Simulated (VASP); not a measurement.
Runs of VASP 6.6.1 on CdTe. The structure is that of space group F-43m (No. 216), or close to it. The cells are those of the table. 

```csv
task,level,cell,cutoff (eV),gap on the mesh (eV),pressure (GPa),relaxed volume (Å³/atom)
relaxation of cell and atoms,RPBE,"relaxed from a = 4.642 Å, angles 60.0°, 2 atoms",600,(a),0.0,37.97
single point,RPBE,"a = 4.752 Å, angles 60.0°, 2 atoms",520,0.60,0.1,-
single point,PBE,"a = 4.681 Å, angles 60.0°, 2 atoms",520,0.58,0.1,-
relaxation of cell and atoms,PBE,"relaxed from a = 4.642 Å, angles 60.0°, 2 atoms",600,0.58,0.0,36.31
```

Alike in all rows: potentials or basis VASP PAW PBE potentials, release 64 (Cd, Te); no spin polarisation; k mesh 8 × 8 × 8; smearing gaussian 0.02 eV.

Question: Estimate the missing entries.

Answer: (a) 0.59.

Caveats: spin-orbit coupling is left out, which moves the levels of the heavy elements; the PAW data sets were made with another functional, which shifts forces and pressure a little (some runs).

A k mesh can miss the band edges, and the runs leave out spin-orbit coupling on Cd, Te.
